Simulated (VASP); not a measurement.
# KTaO3 in VASP: notebook

Runs on KTaO3. Level: PBEsol. Tasks: single point.

Everything below comes from runs of VASP 6.6.1. Logs are shortened: lines on timing, memory, paths and dates and some standing lists are left out, and cuts for length are marked.

### Step 1. The cell of the first run

Symmetry: P4/mmm, No. 123, tetragonal system. Conventional cell: a = 4.105 Å, b = 4.105 Å, c = 3.947 Å, α = 90.00°, β = 90.00°, γ = 90.00°. Within 4.2 Å of K (site symmetry 4/mmm) lie 12 O at 2.85 to 2.90 Å and 8 Ta at 3.51 Å and 6 K at 3.95 to 4.11 Å. Within 2.6 Å of Ta (site symmetry 4/mmm) lie 6 O at 1.97 to 2.05 Å. Within 2.7 Å of O (site symmetry mmm) lie 2 Ta at 2.05 Å. Within 2.6 Å of O (site symmetry 4/mmm) lie 2 Ta at 1.97 Å.

### Step 2. Single point, PBEsol

File INCAR:

```
PREC = Accurate ; ENCUT = 520
EDIFF = 1E-7 ; ISMEAR = 0
SIGMA = 0.02 ; LREAL = F
LASPH = T ; NELM = 100
ALGO = Normal ; ISIF = 2
LWAVE = F ; LCHARG = T
GGA = PS ; LELF = T
LVHAR = T ; NBANDS = 27
```

File KPOINTS:

```
regular mesh
0
Gamma
  8 8 8
```

File POSCAR:

```
KTaO3
1.0
    4.1051803310      0.0000000000      0.0000000000
    0.0000000000      4.1051803310      0.0000000000
    0.0000000000      0.0000000000      3.9472889857
K Ta O
1 1 3
Direct
    0.5000000000      0.5000000000      0.5000000000
    0.0000000000      0.0000000000      0.0000000000
    0.0000000000      0.5000000000      0.0000000000
    0.0000000000      0.0000000000      0.5000000000
    0.5000000000      0.0000000000      0.0000000000
```

Potentials or basis: VASP PAW PBE potentials, release 64 (K_sv, Ta_pv, O).

The run is started by

```sh
cat potpaw_PBE.64/K_sv/POTCAR potpaw_PBE.64/Ta_pv/POTCAR potpaw_PBE.64/O/POTCAR > POTCAR
mpirun -np 1 vasp_std > vasp.out
```

OUTCAR:

```text
PREC = Accurate
   ENCUT = 520
   EDIFF = 1E-7
   ISMEAR = 0
   LREAL = F
   LASPH = T
   NELM = 100
   ISIF = 2
   GGA = PS

 ion  position               nearest neighbor table
   1  0.500  0.500  0.500-   3 2.85   5 2.85   3 2.85   5 2.85   5 2.85   5 2.85   3 2.85   3 2.85
                             2 3.51   2 3.51   2 3.51   2 3.51   2 3.51   2 3.51   2 3.51   2 3.51
   2  0.000  0.000  0.000-   4 1.97   4 1.97   5 2.05   3 2.05   3 2.05   5 2.05   1 3.51   1 3.51
                             1 3.51   1 3.51   1 3.51   1 3.51   1 3.51   1 3.51
   3  0.000  0.500  0.000-   2 2.05   2 2.05   1 2.85   1 2.85   1 2.85   1 2.85
   4  0.000  0.000  0.500-   2 1.97   2 1.97
   5  0.500  0.000  0.000-   2 2.05   2 2.05   1 2.85   1 2.85   1 2.85   1 2.85

  LATTYP: Found a simple tetragonal cell.
 ALAT       =     4.1051803310
 C/A-ratio  =     0.9615385117

  Lattice vectors:

 A1 = (   4.1051803310,   0.0000000000,   0.0000000000)
 A2 = (   0.0000000000,   4.1051803310,   0.0000000000)
 A3 = (   0.0000000000,   0.0000000000,   3.9472889857)

Analysis of symmetry for initial positions (statically):
=====================================================================
 Subroutine PRICEL returns:
 Original cell was already a primitive cell.

 Routine SETGRP: Setting up the symmetry group for a
 simple tetragonal supercell.

 Subroutine GETGRP returns: Found 16 space group operations
 (whereof 16 operations were pure point group operations)
 out of a pool of 16 trial point group operations.

The static configuration has the point symmetry D_4h.

Analysis of symmetry for dynamics (positions and initial velocities):
=====================================================================
 Subroutine PRICEL returns:
 Original cell was already a primitive cell.

 Routine SETGRP: Setting up the symmetry group for a
 simple tetragonal supercell.

 Subroutine GETGRP returns: Found 16 space group operations
 (whereof 16 operations were pure point group operations)
 out of a pool of 16 trial point group operations.

The dynamic configuration has the point symmetry D_4h.

 Subroutine INISYM returns: Found 16 space group operations
 (whereof 16 operations are pure point group operations),
 and found     1 'primitive' translations

----------------------------------------------------------------------------------------

                                     Primitive cell
[... 92 lines left out ...]
   LNONCOLLINEAR =      F non collinear calculations
   LSORBIT =      F    spin-orbit coupling
   LASPH  =      T    aspherical Exc in radial PAW
   ENCUT  =  520.0 eV  38.22 Ry    6.18 a.u.   7.63  7.63  7.34*2*pi/ulx,y,z
   NELM   =    100;   NELMIN=  2; NELMDL= -5     # of ELM steps
   EDIFF  = 0.1E-06   stopping-criterion for ELM
   LREAL  =      F    real-space projection
   EDIFFG = 0.1E-05   stopping-criterion for IOM
   NSW    =      0    number of steps for IOM
   IBRION =     -1    ionic relax: 0-MD 1-quasi-New 2-CG
   NFREE  =      0    steps in history (QN), initial steepest desc. (CG)
   ISIF   =      2    stress and relaxation
   ISYM   =      2    0-nonsym 1-usesym 2-fastsym
   POTIM  = 0.5000    time-step for ionic-motion
   TEBEG  =    0.0;   TEEND  =   0.0 temperature during run
   PSTRESS=    0.0 pullay stress
   NELECT =      38.0000    total number of electrons
   NUPDOWN=      -1.0000    fix difference up-down
   EMIN   =  10.00;   EMAX   =-10.00  energy-range for DOS
   EFERMI =   0.00;   METHOD = LEGACY
   ISMEAR =     0;   SIGMA  =   0.02  broadening in eV -4-tet -1-fermi 0-gaus
   EFERMI_NEDOS =   21; number of points for ismear=-14 and -15
   IALGO  =     38    algorithm
   IMIX   =      4    mixing-type and parameters
     AMIX     =   0.40;   BMIX     =  1.00
     AMIX_MAG =   1.60;   BMIX_MAG =  1.00
  volume/ion in A,a.u.               =      13.30        89.78
  Fermi-wavevector in a.u.,A,eV,Ry     =   1.358360  2.566928 25.104681  1.845142
  Thomas-Fermi vector in A             =   2.485200
   LORBIT       =      0    0 simple, 1 ext, 2 COOP (PROOUT), +10 PAW based schemes
   GGA     = PS    functional components
   LHFCALC =     F    Hartree Fock is set to
   AEXX    =    0.0000 exact exchange contribution
   IVDW    =     0    specifies the selected vdW correction
   LEPSILON=     F    determine dielectric tensor
   LRPA    =     F    only Hartree local field effects (RPA)
 non-spin polarized calculation
 Gauss-broadening in eV      SIGMA  =   0.02
  energy-cutoff  :      520.00
  volume of cell :       66.52
 maximum number of plane-waves:      1809
 NGX is ok and might be reduce to    32
   NGX = 15   NGY = 15   NGZ = 15

 number of electron      38.0000011 magnetization

 Free energy of the ion-electron system (eV)
  ---------------------------------------------------
  ext. energy  EPLUGINS =         0.00000000
  ---------------------------------------------------
  free energy    TOTEN  =       -42.77364909 eV

  energy without entropy =      -42.77364909  energy(sigma->0) =      -42.77364909

 E-fermi :   1.4724     XC(G=0): -10.8901

 val. band max:        1.3799795009   @ k =   0.5000   0.5000   0.5000
 cond. band min:       3.2938091042   @ k =   0.0000   0.0000   0.0000
 fundamental gap:      1.9138296032
 Fermi energy:         1.4724274679

 k-point     1 :       0.0000    0.0000    0.0000
  band No.  band energies     occupation
      1     -32.9705      2.00000
      2     -32.9131      2.00000
      3     -32.9131      2.00000
      4     -25.8081      2.00000
      5     -16.1001      2.00000
      6     -15.3303      2.00000
[... 709 lines left out ...]
     26      10.8526      0.00000
     27      11.8292      0.00000

 [... further k-points ...]
[... 5 lines left out ...]
  --------------------------------------------------------------------------------------
  -------------------------------------------------------------------------------------
  Total       -5.0757919     -5.0757919      0.3127415      0.0000000      0.0000000      0.0000000
  in kB     -122.2505981   -122.2505981      7.5323893      0.0000000      0.0000000      0.0000000
  external PRESSURE =     -78.9896023 kB  Pullay stress =       0.0000000 kB

 VOLUME and BASIS-vectors are now :
 -----------------------------------------------------------------------------
  energy-cutoff  :      520.00
  volume of cell :       66.52
      direct lattice vectors                 reciprocal lattice vectors
     4.105180331  0.000000000  0.000000000     0.243594658  0.000000000  0.000000000
     0.000000000  4.105180331  0.000000000     0.000000000  0.243594658  0.000000000
     0.000000000  0.000000000  3.947288986     0.000000000  0.000000000  0.253338431

 POSITION                                       TOTAL-FORCE (eV/Angst)
 -----------------------------------------------------------------------------------
      2.05259      2.05259      1.97364         0.000000      0.000000      0.000000
      0.00000      0.00000      0.00000         0.000000      0.000000      0.000000
      0.00000      2.05259      0.00000         0.000000      0.000000      0.000000
      0.00000      0.00000      1.97364         0.000000      0.000000      0.000000
      2.05259      0.00000      0.00000         0.000000      0.000000      0.000000
 -----------------------------------------------------------------------------------
    total drift:                                0.000000      0.000000     -0.000000

  FREE ENERGIE OF THE ION-ELECTRON SYSTEM (eV)
  ---------------------------------------------------
  free  energy   TOTEN  =       -42.7736490931 eV

  energy  without entropy=      -42.7736490931  energy(sigma->0) =      -42.77364909
```

Run time: 83 s. Hardware: 1 thread of Intel Xeon 6975P-C (Granite Rapids), shared host; peak memory 0.27 GiB.

Results:

| Item | Value |
| --- | --- |
| Free energy | -42.7736 eV |
| Pressure | -7.9 GPa |
| Band gap on the k mesh | 1.91 eV (least direct gap 2.55 eV) |

Stress tensor (GPa, compression positive):
```
-12.23   0.00   0.00
  0.00 -12.23   0.00
  0.00   0.00   0.75
```

Caveat: the cell stands under tension; the PAW data sets were made with another functional, which shifts forces and pressure a little; spin-orbit coupling is left out, which moves the levels of the heavy elements. A k mesh can miss the band edges.

### Step 3. Single point, PBEsol (biaxial strain in the a-b plane: +4.5 %, then relaxed in part)

File INCAR:

```
  PREC = Accurate
  ENCUT = 520
  EDIFF = 1E-6
  ISMEAR = 0
  SIGMA = 0.02
  LREAL = False
  LASPH = True
  NELM = 100
  ALGO = Normal
  ISIF = 2
  LWAVE = False
  LCHARG = False
  GGA = PS
  NBANDS = 27
```

KPOINTS is that of step 2.

POSCAR, as its differences from that of step 2:

```diff
@@ -2,5 +2,5 @@
 1.0
-    4.1051803310      0.0000000000      0.0000000000
-    0.0000000000      4.1051803310      0.0000000000
-    0.0000000000      0.0000000000      3.9472889857
+    4.1649645106      0.0000000000      0.0000000000
+    0.0000000000      4.1649645106      0.0000000000
+    0.0000000000      0.0000000000      3.9306214579
 K Ta O
```

Potentials or basis: VASP PAW PBE potentials, release 64 (K_sv, Ta_pv, O).

The run is started by

```sh
cat potpaw_PBE.64/K_sv/POTCAR potpaw_PBE.64/Ta_pv/POTCAR potpaw_PBE.64/O/POTCAR > POTCAR
mpirun -np 1 vasp_std > vasp.out
```

OUTCAR:

```text
PREC = Accurate
   ENCUT = 520
   EDIFF = 1E-6
   ISMEAR = 0
   LREAL = False
   LASPH = True
   NELM = 100
   ISIF = 2
   GGA = PS

 ion  position               nearest neighbor table
   1  0.500  0.500  0.500-   3 2.86   5 2.86   3 2.86   5 2.86   5 2.86   5 2.86   3 2.86   3 2.86
                             2 3.54   2 3.54   2 3.54   2 3.54   2 3.54   2 3.54   2 3.54   2 3.54
   2  0.000  0.000  0.000-   4 1.97   4 1.97   5 2.08   3 2.08   3 2.08   5 2.08   1 3.54   1 3.54
                             1 3.54   1 3.54   1 3.54   1 3.54   1 3.54   1 3.54
   3  0.000  0.500  0.000-   2 2.08   2 2.08   1 2.86   1 2.86   1 2.86   1 2.86
   4  0.000  0.000  0.500-   2 1.97   2 1.97
   5  0.500  0.000  0.000-   2 2.08   2 2.08   1 2.86   1 2.86   1 2.86   1 2.86
[... 927 lines left out ...]
  Total       -7.2805300     -7.2805300      0.3173340      0.0000000      0.0000000      0.0000000
  in kB     -171.0762606   -171.0762606      7.4566420      0.0000000      0.0000000      0.0000000
  external PRESSURE =    -111.5652930 kB  Pullay stress =       0.0000000 kB

 VOLUME and BASIS-vectors are now :
 -----------------------------------------------------------------------------
  energy-cutoff  :      520.00
  volume of cell :       68.18
      direct lattice vectors                 reciprocal lattice vectors
     4.164964511  0.000000000  0.000000000     0.240098084  0.000000000  0.000000000
     0.000000000  4.164964511  0.000000000     0.000000000  0.240098084  0.000000000
     0.000000000  0.000000000  3.930621458     0.000000000  0.000000000  0.254412695

 POSITION                                       TOTAL-FORCE (eV/Angst)
 -----------------------------------------------------------------------------------
      2.08248      2.08248      1.96531         0.000000      0.000000      0.000000
      0.00000      0.00000      0.00000         0.000000      0.000000      0.000000
      0.00000      2.08248      0.00000         0.000000      0.000000      0.000000
      0.00000      0.00000      1.96531         0.000000      0.000000      0.000000
      2.08248      0.00000      0.00000         0.000000      0.000000      0.000000
 -----------------------------------------------------------------------------------
    total drift:                                0.000000      0.000000     -0.000000

  FREE ENERGIE OF THE ION-ELECTRON SYSTEM (eV)
  ---------------------------------------------------
  free  energy   TOTEN  =       -42.5948219243 eV

  energy  without entropy=      -42.5948219243  energy(sigma->0) =      -42.59482192
```

Run time: 72 s. Hardware: 1 thread of Intel Xeon 6975P-C (Granite Rapids), shared host; peak memory 0.27 GiB.

What came out:

- Free energy: -42.5948 eV
- Pressure: -11.2 GPa
- Band gap on the k mesh: 1.83 eV (least direct gap 2.46 eV)

Stress tensor (GPa, compression positive):
```
-17.11   0.00   0.00
  0.00 -17.11   0.00
  0.00   0.00   0.75
```

Caveat: the cell differs from its parent crystal (biaxial strain in the a-b plane: +4.5 %, then relaxed in part); the cell stands under tension; the PAW data sets were made with another functional, which shifts forces and pressure a little; spin-orbit coupling is left out, which moves the levels of the heavy elements. A k mesh can miss the band edges.

### Step 4. Single point, PBEsol (equal strain along all axes, cell held: -4.5 %)

File INCAR:

```
SYSTEM = KTaO3
  ALGO = Normal
  EDIFF = 1E-6
  ENCUT = 520
  GGA = PS
  ISIF = 2
  ISMEAR = 0
  LASPH = .TRUE.
  LCHARG = .TRUE.
  LELF = .TRUE.
  LREAL = .FALSE.
  LVHAR = .TRUE.
  LWAVE = .FALSE.
  NBANDS = 27
  NELM = 80
  PREC = Accurate
  SIGMA = 0.02
```

File KPOINTS:

```
k-points
0
G
  8 8 8
  0 0 0
```

POSCAR, as its differences from that of step 3:

```diff
@@ -2,5 +2,5 @@
 1.0
-    4.1649645106      0.0000000000      0.0000000000
-    0.0000000000      4.1649645106      0.0000000000
-    0.0000000000      0.0000000000      3.9306214579
+    3.8062594331      0.0000000000      0.0000000000
+    0.0000000000      3.8062594331      0.0000000000
+    0.0000000000      0.0000000000      3.8062594331
 K Ta O
```

Potentials or basis: VASP PAW PBE potentials, release 64 (K_sv, Ta_pv, O).

The run is started by

```sh
cat potpaw_PBE.64/K_sv/POTCAR potpaw_PBE.64/Ta_pv/POTCAR potpaw_PBE.64/O/POTCAR > POTCAR
mpirun -np 1 vasp_std > vasp.out
```

OUTCAR:

```text
SYSTEM = KTaO3
   EDIFF = 1E-6
   ENCUT = 520
   GGA = PS
   ISIF = 2
   ISMEAR = 0
   LASPH = .TRUE.
   LREAL = .FALSE.
   NELM = 80
   PREC = Accurate

 ion  position               nearest neighbor table
   1  0.500  0.500  0.500-   3 2.69   4 2.69   5 2.69   3 2.69   5 2.69   4 2.69   5 2.69   5 2.69
                             3 2.69   4 2.69   3 2.69   4 2.69   2 3.30   2 3.30   2 3.30   2 3.30
   2  0.000  0.000  0.000-   3 1.90   4 1.90   5 1.90   4 1.90   3 1.90   5 1.90   1 3.30   1 3.30
[... 928 lines left out ...]
  -------------------------------------------------------------------------------------
  Total       13.6145764     13.6145764     13.6145764      0.0000000      0.0000000      0.0000000
  in kB      395.5665475    395.5665475    395.5665475      0.0000000      0.0000000      0.0000000
  external PRESSURE =     395.5665475 kB  Pullay stress =       0.0000000 kB

 VOLUME and BASIS-vectors are now :
 -----------------------------------------------------------------------------
  energy-cutoff  :      520.00
  volume of cell :       55.14
      direct lattice vectors                 reciprocal lattice vectors
     3.806259433  0.000000000  0.000000000     0.262725129  0.000000000  0.000000000
     0.000000000  3.806259433  0.000000000     0.000000000  0.262725129  0.000000000
     0.000000000  0.000000000  3.806259433     0.000000000  0.000000000  0.262725129

 POSITION                                       TOTAL-FORCE (eV/Angst)
 -----------------------------------------------------------------------------------
      1.90313      1.90313      1.90313         0.000000      0.000000      0.000000
      0.00000      0.00000      0.00000         0.000000      0.000000      0.000000
      0.00000      1.90313      0.00000         0.000000      0.000000      0.000000
      0.00000      0.00000      1.90313         0.000000      0.000000      0.000000
      1.90313      0.00000      0.00000         0.000000      0.000000      0.000000
 -----------------------------------------------------------------------------------
    total drift:                                0.000000      0.000000     -0.000000

  FREE ENERGIE OF THE ION-ELECTRON SYSTEM (eV)
  ---------------------------------------------------
  free  energy   TOTEN  =       -41.9998440696 eV

  energy  without entropy=      -41.9998440696  energy(sigma->0) =      -41.99984407
```

OSZICAR:

```text
N       E                     dE             d eps       ncg     rms          rms(c)
DAV:   1     0.328449970714E+03    0.32845E+03   -0.21146E+04  1890   0.145E+03
DAV:   2    -0.304260851185E+02   -0.35888E+03   -0.34986E+03  2186   0.421E+02
DAV:   3    -0.488198428448E+02   -0.18394E+02   -0.18301E+02  2563   0.923E+01
DAV:   4    -0.494926975787E+02   -0.67285E+00   -0.67170E+00  3228   0.109E+01
DAV:   5    -0.494957151396E+02   -0.30176E-02   -0.30174E-02  2419   0.788E-01    0.450E+01
DAV:   6    -0.421615824427E+02    0.73341E+01   -0.28576E+01  2323   0.398E+01    0.185E+01
DAV:   7    -0.420627525871E+02    0.98830E-01   -0.12851E+00  2474   0.751E+00    0.117E+01
DAV:   8    -0.420086360276E+02    0.54117E-01   -0.21242E-01  2170   0.370E+00    0.246E+00
DAV:   9    -0.419998900822E+02    0.87459E-02   -0.32061E-02  2565   0.116E+00    0.165E-01
DAV:  10    -0.419998073939E+02    0.82688E-04   -0.23285E-03  2498   0.364E-01    0.714E-02
DAV:  11    -0.419998394379E+02   -0.32044E-04   -0.23758E-04  2682   0.104E-01    0.294E-02
DAV:  12    -0.419998446801E+02   -0.52422E-05   -0.51177E-05  2449   0.471E-02    0.111E-02
DAV:  13    -0.419998440696E+02    0.61050E-06   -0.51629E-06  2464   0.178E-02
   1 F= -.41999844E+02 E0= -.41999844E+02  d E =-.487852E-50
```

Run time: 61 s. Hardware: 1 thread of Intel Xeon 8259CL, shared host; peak memory 0.19 GiB.

What came out:

```yaml
Free_energy: -41.9998 eV
Pressure: 39.6 GPa
Band_gap_on_the_k_mesh: 2.34 eV (least direct gap 2.83 eV)
```

Levels at points of the mesh, in eV from the valence-band top:
| k point | band 17 | band 18 | band 19 | band 20 | band 21 | band 22 |
| --- | --- | --- | --- | --- | --- | --- |
| (0.00, 0.00, 0.00) | -0.49 | -0.49 | -0.49 | 2.34 | 2.34 | 2.34 |
| (0.50, 0.00, 0.00) | -1.95 | -0.74 | -0.74 | 2.59 | 5.96 | 5.96 |
| (0.50, 0.50, 0.00) | -1.61 | -1.27 | -0.06 | 6.01 | 6.01 | 7.51 |
| (0.50, 0.50, 0.50) | 0.00 | 0.00 | 0.00 | 7.80 | 7.80 | 7.80 |

Caveat: the cell differs from its parent crystal (equal strain along all axes, cell held: -4.5 %); the cell stands under pressure; the PAW data sets were made with another functional, which shifts forces and pressure a little; spin-orbit coupling is left out, which moves the levels of the heavy elements.

[end of part 1 of 2]
